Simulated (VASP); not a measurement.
Write the native input for VASP 6.6.1 that does the following.

- Task: single point
- Functional: PBE
- Potentials or basis: VASP PAW PBE potentials, release 64 (Si, C)
- Cutoff: 520 eV
- k mesh: 4 × 4 × 4
- Occupations: gaussian, width 0.1 eV
- Spin: no spin polarisation
- Dipole correction: no
- Further INCAR settings: ALGO = Normal; EDIFF = 1e-07; NBANDS = 31

The structure of Si4C lies in POSCAR:

```
Si4C
1.0
    4.7008459502      0.9867862790      0.3494770748
    1.0962269735      6.6239951781      0.5084998683
    1.1062409143      2.2468134323      5.6306386936
Si C
8 2
Direct
    0.4734711062      0.5002219416      0.8278996793
    0.4063090537      0.4945049674      0.2433379647
    0.1719910889     -0.0928490899      0.6594980198
    0.1466992094      0.9037575506      0.1582916963
    0.9098613223      0.5886620429      0.0869168886
    0.9794303494      0.5737681468      0.6688359248
    0.5225783933      0.1102505430      0.9038484548
    0.5432163912      0.1039635892      0.5197635582
    0.9352075584      0.9047200108      0.4700707965
    0.9112355274      0.9130002977      0.9615370170
```

One way to write it, as run:

INCAR

```
SYSTEM = Si4C
ALGO     = Normal         ! electronic algorithm
EDIFF    = 1E-7           ! SCF threshold, eV
ENCUT    = 520            ! plane-wave cutoff, eV
GGA      = PE             ! functional
ISIF     = 2              ! what is computed and relaxed
ISMEAR   = 0              ! smearing method
LASPH    = .True.         ! aspherical terms in the spheres
LCHARG   = .False.        ! write CHGCAR
LREAL    = .False.        ! projectors in reciprocal space
LWAVE    = .False.        ! write WAVECAR
NBANDS   = 31             ! bands
NELM     = 60             ! most SCF steps
PREC     = Accurate       ! precision mode
SIGMA    = 0.1            ! smearing width, eV
```

KPOINTS

```
k-points
0
Gamma
  4 4 4
  0 0 0
```

Potentials or basis: VASP PAW PBE potentials, release 64 (Si, C).

Launch:

```sh
$ cat potpaw_PBE.64/Si/POTCAR potpaw_PBE.64/C/POTCAR > POTCAR
$ mpirun -np 1 vasp_std > vasp.out
```

It gave:

```
Pressure               : 0.0 GPa
Largest force          : 0.016 eV/Å
Band gap on the k mesh : zero (bands 20 and 21 overlap by 1.75 eV)
```

Run time: 110 s on 1 thread of Intel(R) Xeon(R) 6975P-C (Granite Rapids), with other jobs on the host, peak memory 0.33 GiB.
